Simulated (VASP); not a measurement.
# Ba: single point with PBE

The system is Ba.

```
Ba
1.0
     0.00000    3.27474    3.27474
     3.27474    0.00000    3.27474
     3.27474    3.27474    0.00000
Ba
1
Cartesian
  0.0000 0.0000 0.0000
```

This isn't the form of Ba at room conditions, which is bcc.

```yaml
Program: VASP 6.6.1
Task: single point
Functional: PBE
Potentials_or_basis: VASP PAW PBE potentials, release 64 (Ba_sv)
Cutoff: 520 eV
k_mesh: 12 × 12 × 12
Occupations: gaussian, width 0.1 eV
Spin: no spin polarisation
Dipole_correction: no
Further_INCAR_settings: ALGO = Normal; EDIFF = 1e-07; NBANDS = 11
```

* Pressure: -0.6 GPa
* Band gap on the k mesh: zero (bands 5 and 6 overlap by 0.18 eV)

Levels at points of the mesh, in eV from the Fermi level:
```csv
k point,band 1,band 2,band 3,band 4,band 5,band 6,band 7,band 8,band 9,band 10
"(0.00, 0.00, 0.00)",-29.14,-14.14,-14.14,-14.14,-2.76,1.62,1.62,1.62,2.99,2.99
"(0.50, 0.00, 0.00)",-29.11,-14.46,-14.18,-14.18,-0.96,0.74,1.49,1.49,4.03,4.03
"(0.50, 0.50, 0.00)",-29.10,-14.44,-14.25,-14.25,-0.74,-0.12,1.64,4.04,4.35,4.35
```

Run time: 16 s on 1 thread of Intel(R) Xeon(R) 6975P-C (Granite Rapids) (shared host), peak memory 0.22 GiB.

Caveat: spin-orbit coupling is left out, which moves the levels of the heavy elements.
